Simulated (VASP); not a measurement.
# Li (P6/mmm) in VASP: further runs

Li is run at these levels: r2SCAN; tasks: single point.

Program: VASP 6.6.1. These are calculated values, not measurements. Logs are shortened: lines on timing, memory, paths and dates and some standing lists are left out, and cuts for length are marked.

## Step 1: The cell of the first run

Symmetry: P6/mmm, No. 191, hexagonal system. Conventional cell: a = 4.778 Å, b = 4.778 Å, c = 2.789 Å, α = 90.00°, β = 90.00°, γ = 120.00°. Within 3.7 Å of Li (site symmetry 6/mmm) lie 14 Li at 2.79 to 3.09 Å. Li (site symmetry -6m2) has 11 Li at 2.76 to 3.09 Å within 3.6 Å.

This isn't the form of Li at room conditions, which is bcc.

## Step 2: Single point, r2SCAN

The input, POSCAR:

```
Li
1.0
    4.7780814508      0.0000000000      0.0000000000
   -2.3890358979      4.1379330241      0.0000000000
    0.0000000000      0.0000000000      2.7891443538
Li
3
Direct
    0.0000000000      0.0000000000      0.0000000000
    0.6666666667      0.3333333333      0.5000000000
    0.3333333333      0.6666666667      0.5000000000
```

The input, INCAR.step1:

```
SYSTEM = Li
PREC = Accurate ; ENCUT = 520
ISMEAR = 1 ; SIGMA = 0.1
LREAL = .FALSE. ; LASPH = .TRUE.
NELM = 80 ; NBANDS = 12
GGA = PE ; ALGO = Normal
EDIFF = 1E-4 ; LWAVE = .TRUE.
LCHARG = .FALSE.
```

The input, INCAR.step2:

```
SYSTEM = Li
PREC = Accurate ; ENCUT = 520
EDIFF = 1E-6 ; ISMEAR = 1
SIGMA = 0.1 ; LREAL = .FALSE.
LASPH = .TRUE. ; NELM = 80
ALGO = Normal ; ISIF = 2
LWAVE = .FALSE. ; LCHARG = .TRUE.
METAGGA = R2SCAN ; LMIXTAU = .TRUE.
LELF = .TRUE. ; LVHAR = .TRUE.
NBANDS = 12 ; ISTART = 1
```

The input, KPOINTS:

```
Automatic mesh
0
G
  7 7 10
  0 0 0
```

Potentials or basis: VASP PAW PBE potentials, release 64 (Li_sv).

The run is started by

```sh
cat potpaw_PBE.64/Li_sv/POTCAR > POTCAR
cp INCAR.step1 INCAR
mpirun -np 1 vasp_std > vasp.out
cp INCAR.step2 INCAR
mpirun -np 1 vasp_std > vasp.out
```

OUTCAR:

```text
SYSTEM = Li
   PREC = Accurate
   ENCUT = 520
   EDIFF = 1E-6
   ISMEAR = 1
   LREAL = .FALSE.
   LASPH = .TRUE.
   NELM = 80
   ISIF = 2
   METAGGA = R2SCAN
   ISTART = 1

 ion  position               nearest neighbor table
   1  0.000  0.000  0.000-
   2  0.667  0.333  0.500-
   3  0.333  0.667  0.500-

  LATTYP: Found a hexagonal cell.
 ALAT       =     4.7780814508
 C/A-ratio  =     0.5837372976

  Lattice vectors:

 A1 = (   4.7780814508,   0.0000000000,   0.0000000000)
 A2 = (  -2.3890358979,   4.1379330241,   0.0000000000)
 A3 = (   0.0000000000,   0.0000000000,   2.7891443538)

Analysis of symmetry for initial positions (statically):
=====================================================================
 Subroutine PRICEL returns:
 Original cell was already a primitive cell.

 Routine SETGRP: Setting up the symmetry group for a
 hexagonal supercell.

 Subroutine GETGRP returns: Found 24 space group operations
 (whereof 24 operations were pure point group operations)
 out of a pool of 24 trial point group operations.

The static configuration has the point symmetry D_6h.

Analysis of symmetry for dynamics (positions and initial velocities):
=====================================================================
 Subroutine PRICEL returns:
 Original cell was already a primitive cell.

 Routine SETGRP: Setting up the symmetry group for a
 hexagonal supercell.

 Subroutine GETGRP returns: Found 24 space group operations
 (whereof 24 operations were pure point group operations)
 out of a pool of 24 trial point group operations.

The dynamic configuration has the point symmetry D_6h.

 Subroutine INISYM returns: Found 24 space group operations
 (whereof 24 operations are pure point group operations),
 and found     1 'primitive' translations

----------------------------------------------------------------------------------------

                                     Primitive cell

  volume of cell :      55.1452

  direct lattice vectors                    reciprocal lattice vectors
     4.778081451  0.000000000  0.000000000     0.209289023  0.120833031  0.000000000
    -2.389035898  4.137933024  0.000000000     0.000000000  0.241666550  0.000000000
     0.000000000  0.000000000  2.789144354     0.000000000  0.000000000  0.358532895

[... 87 lines left out ...]
   EDIFFG = 0.1E-04   stopping-criterion for IOM
   NSW    =      0    number of steps for IOM
   IBRION =     -1    ionic relax: 0-MD 1-quasi-New 2-CG
   NFREE  =      0    steps in history (QN), initial steepest desc. (CG)
   ISIF   =      2    stress and relaxation
   ISYM   =      2    0-nonsym 1-usesym 2-fastsym
   POTIM  = 0.5000    time-step for ionic-motion
   TEBEG  =    0.0;   TEEND  =   0.0 temperature during run
   PSTRESS=    0.0 pullay stress
   NELECT =       9.0000    total number of electrons
   NUPDOWN=      -1.0000    fix difference up-down
   EMIN   =  10.00;   EMAX   =-10.00  energy-range for DOS
   EFERMI =   0.00;   METHOD = LEGACY
   ISMEAR =     1;   SIGMA  =   0.10  broadening in eV -4-tet -1-fermi 0-gaus
   EFERMI_NEDOS =   21; number of points for ismear=-14 and -15
   IALGO  =     38    algorithm
   IMIX   =      4    mixing-type and parameters
     AMIX     =   0.40;   BMIX     =  1.00
     AMIX_MAG =   1.60;   BMIX_MAG =  1.00
  volume/ion in A,a.u.               =      18.38       124.05
  Fermi-wavevector in a.u.,A,eV,Ry     =   0.894650  1.690643 10.890076  0.800398
  Thomas-Fermi vector in A             =   2.016882
   LORBIT       =      0    0 simple, 1 ext, 2 COOP (PROOUT), +10 PAW based schemes
   METAGGA = R2SCAN    functional components
   LHFCALC =     F    Hartree Fock is set to
   AEXX    =    0.0000 exact exchange contribution
   IVDW    =     0    specifies the selected vdW correction
   LEPSILON=     F    determine dielectric tensor
   LRPA    =     F    only Hartree local field effects (RPA)
 non-spin polarized calculation
 Methfessel and Paxton  Order N= 1 SIGMA  =   0.10
  energy-cutoff  :      520.00
  volume of cell :       55.15
 maximum number of plane-waves:      1506
 NGX is ok and might be reduce to    36
   NGX = 17   NGY = 17   NGZ = 11

 number of electron       9.0000037 magnetization

 Free energy of the ion-electron system (eV)
  ---------------------------------------------------
  ext. energy  EPLUGINS =         0.00000000
  ---------------------------------------------------
  free energy    TOTEN  =        -7.06604266 eV

  energy without entropy =       -7.06647572  energy(sigma->0) =       -7.06618702

 E-fermi :   1.0067     XC(G=0):  -7.7086

 val. band max:        0.9818441726   @ k =   0.2857   0.2857   0.4000
 cond. band min:       1.0375297005   @ k =   0.4286   0.0000   0.0000
 fundamental gap:      0.0556855279
 Fermi energy:         1.0066987742

 k-point     1 :       0.0000    0.0000    0.0000
  band No.  band energies     occupation
      1     -47.0609      2.00000
      2     -47.0300      2.00000
      3     -46.9348      2.00000
      4      -3.0786      2.00000
      5       3.2918      0.00000
      6       3.2920      0.00000
      7       3.3377      0.00000
      8       3.3380      0.00000
      9       7.8592      0.00000
     10       8.1108      0.00000
     11      12.9590      0.00000
     12      17.7229      0.00000
[... 331 lines left out ...]
 k-point    24 :       0.2857    0.2857    0.2000
  band No.  band energies     occupation
      1     -47.0417      2.00000
      2     -47.0363      2.00000
      3     -46.9300      2.00000
      4      -0.7723      2.00000
      5       0.1695      2.00000
      6       0.2318      2.00000
      7       7.2788      0.00000
      8       7.4153      0.00000
      9       9.2841      0.00000
     10      10.8676      0.00000
     11      11.1748      0.00000
     12      11.7017      0.00000

 [... further k-points ...]
[... 5 lines left out ...]
  --------------------------------------------------------------------------------------
  -------------------------------------------------------------------------------------
  Total        0.6149142      0.6149121      0.5945174      0.0000007      0.0000000      0.0000000
  in kB       17.8655787     17.8655192     17.2729751      0.0000208      0.0000000      0.0000000
  external PRESSURE =      17.6680243 kB  Pullay stress =       0.0000000 kB

 VOLUME and BASIS-vectors are now :
 -----------------------------------------------------------------------------
  energy-cutoff  :      520.00
  volume of cell :       55.15
      direct lattice vectors                 reciprocal lattice vectors
     4.778081451  0.000000000  0.000000000     0.209289023  0.120833031  0.000000000
    -2.389035898  4.137933024  0.000000000     0.000000000  0.241666550  0.000000000
     0.000000000  0.000000000  2.789144354     0.000000000  0.000000000  0.358532895

 POSITION                                       TOTAL-FORCE (eV/Angst)
 -----------------------------------------------------------------------------------
      0.00000      0.00000      0.00000         0.000000      0.000000      0.000000
      2.38904      1.37931      1.39457         0.000000      0.000000      0.000000
      0.00000      2.75862      1.39457         0.000000     -0.000000     -0.000000
 -----------------------------------------------------------------------------------
    total drift:                                0.000000      0.000000     -0.000000

  FREE ENERGIE OF THE ION-ELECTRON SYSTEM (eV)
  ---------------------------------------------------
  free  energy   TOTEN  =        -7.0660426627 eV

  energy  without entropy=       -7.0664757201  energy(sigma->0) =       -7.06618702
```

OUTCAR.step1:

```text
SYSTEM = Li
   PREC = Accurate
   ENCUT = 520
   ISMEAR = 1
   LREAL = .FALSE.
   LASPH = .TRUE.
   NELM = 80
[... 585 lines left out ...]
      0.00000      0.00000      0.00000        -0.000000      0.000000      0.000000
      2.38904      1.37931      1.39457        -0.000000      0.000000      0.000000
      0.00000      2.75862      1.39457         0.000000     -0.000000     -0.000000
 -----------------------------------------------------------------------------------
    total drift:                                0.000000      0.000000     -0.000000

  FREE ENERGIE OF THE ION-ELECTRON SYSTEM (eV)
  ---------------------------------------------------
  free  energy   TOTEN  =        -5.6522676653 eV

  energy  without entropy=       -5.6527029910  energy(sigma->0) =       -5.65241277
```

It took 2.4 min on 1 thread of Intel Xeon 8259CL, shared host; peak memory 0.17 GiB.

What came out:

| Property | Result |
| --- | --- |
| Free energy | -7.0660 eV |
| Band gap on the k mesh | zero (an odd number of electrons rules out a gap without spin polarisation) |

Levels at points of the mesh, in eV from the Fermi level:
| k point | band 1 | band 2 | band 3 | band 4 | band 5 | band 6 | band 7 | band 8 | band 9 |
| --- | --- | --- | --- | --- | --- | --- | --- | --- | --- |
| (0.00, 0.00, 0.00) | -48.07 | -48.04 | -47.94 | -4.09 | 2.29 | 2.29 | 2.33 | 2.33 | 6.85 |
| (0.00, 0.00, 0.50) | -48.05 | -48.02 | -47.93 | -0.68 | 0.14 | 6.25 | 6.32 | 6.32 | 7.27 |

Caveat: the cutoff is under 1.25 times the usual one of these potentials, so pressure, stress and relaxed cells hold a basis-set (Pulay) error; the PAW data sets were made with another functional, which shifts forces and pressure a little.

## Step 3: Single point, r2SCAN

This run uses another cell than the first one, of 18.89 Å³/atom.

The input, POSCAR:

```
Li
1.0
    4.8219195092      0.0000000000      0.0000000000
   -2.4109548828      4.1758978331      0.0000000000
    0.0000000000      0.0000000000      2.8147342635
Li
3
Direct
    0.0000000000      0.0000000000      0.0000000000
    0.6666666667      0.3333333333      0.5000000000
    0.3333333333      0.6666666667      0.5000000000
```

The input, INCAR.step1:

```
  PREC = Accurate
  ENCUT = 520
  ISMEAR = 1
  SIGMA = 0.1
  LREAL = F
  LASPH = T
  NELM = 60
  NBANDS = 12
  GGA = PE
  ALGO = Normal
  EDIFF = 1E-4
  LWAVE = T
  LCHARG = F
```

The input, INCAR.step2:

```
  PREC = Accurate
  ENCUT = 520
  EDIFF = 1E-6
  ISMEAR = 1
  SIGMA = 0.1
  LREAL = F
  LASPH = T
  NELM = 60
  ALGO = Normal
  ISIF = 2
  LWAVE = F
  LCHARG = F
  METAGGA = R2SCAN
  LMIXTAU = T
  NBANDS = 12
  ISTART = 1
```

The input, KPOINTS:

```
regular mesh
0
Gamma
  7 7 10
```

Potentials or basis: VASP PAW PBE potentials, release 64 (Li_sv).

The run is started by

```sh
cat potpaw_PBE.64/Li_sv/POTCAR > POTCAR
cp INCAR.step1 INCAR
mpirun -np 1 vasp_std > vasp.out
cp INCAR.step2 INCAR
mpirun -np 1 vasp_std > vasp.out
```

OUTCAR:

```text
PREC = Accurate
   ENCUT = 520
   EDIFF = 1E-6
   ISMEAR = 1
   LREAL = F
   LASPH = T
   NELM = 60
   ISIF = 2
   METAGGA = R2SCAN
   ISTART = 1

 ion  position               nearest neighbor table
   1  0.000  0.000  0.000-
   2  0.667  0.333  0.500-
   3  0.333  0.667  0.500-

  LATTYP: Found a hexagonal cell.
 ALAT       =     4.8219195092
 C/A-ratio  =     0.5837372976

  Lattice vectors:

 A1 = (   4.8219195092,   0.0000000000,   0.0000000000)
 A2 = (  -2.4109548828,   4.1758978331,   0.0000000000)
 A3 = (   0.0000000000,   0.0000000000,   2.8147342635)

Analysis of symmetry for initial positions (statically):
=====================================================================
 Subroutine PRICEL returns:
 Original cell was already a primitive cell.

 Routine SETGRP: Setting up the symmetry group for a
 hexagonal supercell.

 Subroutine GETGRP returns: Found 24 space group operations
 (whereof 24 operations were pure point group operations)
 out of a pool of 24 trial point group operations.
[... 169 lines left out ...]
 cond. band min:       0.9656790368   @ k =   0.2857   0.2857   0.3000
 fundamental gap:      0.0702995390
 Fermi energy:         0.9209219839

 k-point     1 :       0.0000    0.0000    0.0000
  band No.  band energies     occupation
      1     -47.1810      2.00000
      2     -47.1531      2.00000
      3     -47.0548      2.00000
      4      -3.1278      2.00000
      5       3.1810      0.00000
      6       3.1811      0.00000
      7       3.2270      0.00000
      8       3.2272      0.00000
      9       7.5922      0.00000
     10       7.8313      0.00000
     11      12.6578      0.00000
     12      17.3104      0.00000
[... 331 lines left out ...]
 k-point    24 :       0.2857    0.2857    0.2000
  band No.  band energies     occupation
      1     -47.1637      2.00000
      2     -47.1588      2.00000
      3     -47.0502      2.00000
      4      -0.8416      2.00000
      5       0.0920      2.00000
      6       0.1527      2.00000
      7       7.0820      0.00000
      8       7.2130      0.00000
      9       9.0548      0.00000
     10      10.5949      0.00000
     11      10.9053      0.00000
     12      11.4141      0.00000

 [... further k-points ...]
[... 5 lines left out ...]
  --------------------------------------------------------------------------------------
  -------------------------------------------------------------------------------------
  Total        0.3326865      0.3326854      0.4960892      0.0000004     -0.0000000      0.0000000
  in kB        9.4045623      9.4045309     14.0237181      0.0000110     -0.0000000      0.0000000
  external PRESSURE =      10.9442704 kB  Pullay stress =       0.0000000 kB

 VOLUME and BASIS-vectors are now :
 -----------------------------------------------------------------------------
  energy-cutoff  :      520.00
  volume of cell :       56.68
      direct lattice vectors                 reciprocal lattice vectors
     4.821919509  0.000000000  0.000000000     0.207386290  0.119734488  0.000000000
    -2.410954883  4.175897833  0.000000000     0.000000000  0.239469460  0.000000000
     0.000000000  0.000000000  2.814734264     0.000000000  0.000000000  0.355273325

 POSITION                                       TOTAL-FORCE (eV/Angst)
 -----------------------------------------------------------------------------------
      0.00000      0.00000      0.00000         0.000000      0.000000      0.000000
      2.41096      1.39197      1.40737         0.000000      0.000000      0.000000
      0.00000      2.78393      1.40737        -0.000000     -0.000000      0.000000
 -----------------------------------------------------------------------------------
    total drift:                                0.000000      0.000000     -0.000000

  FREE ENERGIE OF THE ION-ELECTRON SYSTEM (eV)
  ---------------------------------------------------
  free  energy   TOTEN  =        -7.0827048421 eV

  energy  without entropy=       -7.0831879043  energy(sigma->0) =       -7.08286586
```

OSZICAR.step1:

```text
N       E                     dE             d eps       ncg     rms          rms(c)
DAV:   1     0.266494367531E+02    0.26649E+02   -0.35513E+03  1152   0.669E+02
DAV:   2     0.484299823096E+00   -0.26165E+02   -0.25321E+02  1364   0.150E+02
DAV:   3    -0.558318385456E+01   -0.60675E+01   -0.60223E+01  2212   0.395E+01
DAV:   4    -0.566795580073E+01   -0.84772E-01   -0.84728E-01  1460   0.778E+00
DAV:   5    -0.566964362068E+01   -0.16878E-02   -0.16877E-02  1808   0.896E-01    0.349E-01
DAV:   6    -0.566631180270E+01    0.33318E-02   -0.12893E-03  2172   0.159E-01    0.206E-01
DAV:   7    -0.566489130386E+01    0.14205E-02   -0.25785E-03  2284   0.230E-01    0.538E-02
DAV:   8    -0.566488492030E+01    0.63836E-05   -0.37730E-05  1168   0.586E-02
   1 F= -.56648849E+01 E0= -.56650291E+01  d E =0.432423E-03
```

Run time: 1.9 min. Hardware: 1 thread of Intel Xeon 8259CL, shared host; peak memory 0.18 GiB.

Results:

```yaml
Free_energy: -7.0827 eV
Band_gap_on_the_k_mesh: zero (an odd number of electrons rules out a gap without spin polarisation)
```

Levels at points of the mesh, in eV from the Fermi level:
| k point | band 1 | band 2 | band 3 | band 4 | band 5 | band 6 | band 7 | band 8 | band 9 |
| --- | --- | --- | --- | --- | --- | --- | --- | --- | --- |
| (0.00, 0.00, 0.00) | -48.10 | -48.07 | -47.98 | -4.05 | 2.26 | 2.26 | 2.31 | 2.31 | 6.67 |
| (0.00, 0.00, 0.50) | -48.08 | -48.06 | -47.96 | -0.67 | 0.12 | 6.14 | 6.22 | 6.22 | 7.15 |

Caveat: the cutoff is under 1.25 times the usual one of these potentials, so pressure, stress and relaxed cells hold a basis-set (Pulay) error; the PAW data sets were made with another functional, which shifts forces and pressure a little.

## Step 4: Single point, r2SCAN

This run uses another cell than the first one, of 19.40 Å³/atom.

The input, POSCAR:

```
Li
1.0
    4.8649746401      0.0000000000      0.0000000000
   -2.4324824048      4.2131846081      0.0000000000
    0.0000000000      0.0000000000      2.8398671493
Li
3
Direct
    0.0000000000      0.0000000000      0.0000000000
    0.6666666667      0.3333333333      0.5000000000
    0.3333333333      0.6666666667      0.5000000000
```

The input, INCAR.step1:

```
SYSTEM = Li
PREC = Accurate ; ENCUT = 520
ISMEAR = 1 ; SIGMA = 0.1
LREAL = .FALSE. ; LASPH = .TRUE.
NELM = 80 ; NBANDS = 12
GGA = PE ; ALGO = Normal
EDIFF = 1E-4 ; LWAVE = .TRUE.
LCHARG = .FALSE.
```

The input, INCAR.step2:

```
SYSTEM = Li
PREC = Accurate ; ENCUT = 520
EDIFF = 1E-6 ; ISMEAR = 1
SIGMA = 0.1 ; LREAL = .FALSE.
LASPH = .TRUE. ; NELM = 80
ALGO = Normal ; ISIF = 2
LWAVE = .FALSE. ; LCHARG = .TRUE.
METAGGA = R2SCAN ; LMIXTAU = .TRUE.
LELF = .TRUE. ; LVHAR = .TRUE.
NBANDS = 12 ; ISTART = 1
```

The input, KPOINTS:

```
regular mesh
0
G
  7 7 10
  0 0 0
```

The run is started by

```sh
cat potpaw_PBE.64/Li_sv/POTCAR > POTCAR
cp INCAR.step1 INCAR
mpirun -np 1 vasp_std > vasp.out
cp INCAR.step2 INCAR
mpirun -np 1 vasp_std > vasp.out
```

Wall time 96 s (1 thread of Intel Xeon 8259CL, shared host); peak memory 0.18 GiB.

It converged, with:

| Quantity | Value |
| --- | --- |
| Free energy | -7.0941 eV |
| Band gap on the k mesh | zero (an odd number of electrons rules out a gap without spin polarisation) |

Levels at points of the mesh, in eV from the Fermi level:
| k point | band 1 | band 2 | band 3 | band 4 | band 5 | band 6 | band 7 | band 8 | band 9 |
| --- | --- | --- | --- | --- | --- | --- | --- | --- | --- |
| (0.00, 0.00, 0.00) | -48.13 | -48.11 | -48.01 | -4.01 | 2.23 | 2.23 | 2.28 | 2.28 | 6.51 |
| (0.00, 0.00, 0.50) | -48.12 | -48.09 | -47.99 | -0.65 | 0.11 | 6.04 | 6.12 | 6.12 | 7.04 |

Caveat: the cutoff is under 1.25 times the usual one of these potentials, so pressure, stress and relaxed cells hold a basis-set (Pulay) error; the PAW data sets were made with another functional, which shifts forces and pressure a little.

## Step 5: Summary

```csv
cell,gap on the mesh (eV)
"a = 4.778, b = 4.778, c = 2.789 Å, angles 90.0, 90.0, 120.0°, 3 atoms",none
"a = 4.822, b = 4.822, c = 2.815 Å, angles 90.0, 90.0, 120.0°, 3 atoms",none
"a = 4.865, b = 4.865, c = 2.840 Å, angles 90.0, 90.0, 120.0°, 3 atoms",none
```

Alike in all rows: task single point; level r2SCAN; potentials or basis VASP PAW PBE potentials, release 64 (Li_sv); no spin polarisation; k mesh 7 × 7 × 10; cutoff (eV) 520; smearing methfessel-paxton 0.1 eV.

Caveats: the cutoff is under 1.25 times the usual one of these potentials, so pressure, stress and relaxed cells hold a basis-set (Pulay) error; the PAW data sets were made with another functional, which shifts forces and pressure a little.

Total energies depend on the potentials used, so only differences within one code and one set of settings carry meaning.
